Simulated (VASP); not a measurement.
Input of a VASP 6.6.1 run:

INCAR

```
ALGO = Fast
EDIFF = 1E-6
ENCUT = 520
GGA = PE
ISIF = 2
ISMEAR = 0
LASPH = T
LCHARG = T
LELF = T
LREAL = F
LVHAR = T
LWAVE = F
NBANDS = 28
NELM = 80
PREC = Accurate
SIGMA = 0.1
```

KPOINTS

```
k-points
0
Gamma
  18 18 6
```

The input POSCAR:

```
W
1.0
    2.7945458184      0.0000000000      0.0000000000
   -1.3972729092      2.4201476707      0.0000000000
    0.0000000000      0.0000000000      7.3158544424
W
3
Direct
    0.0000000000      0.0000000000      0.0000000000
    0.3333333333      0.6666666667      0.3333333333
    0.6666666667      0.3333333333      0.6666666667
```

Potentials or basis: VASP PAW PBE potentials, release 64 (W_sv).

Command:

```bash
$ cat potpaw_PBE.64/W_sv/POTCAR > POTCAR
$ mpirun -np 1 vasp_std > vasp.out
```

(1) Predict the pressure.

(2) Estimate the band gap on the k mesh.

Answers

(1) 0.5 GPa.

(2) zero (bands 21 and 22 overlap by 1.10 eV).

Caveat: spin-orbit coupling is left out, which moves the levels of the heavy elements.
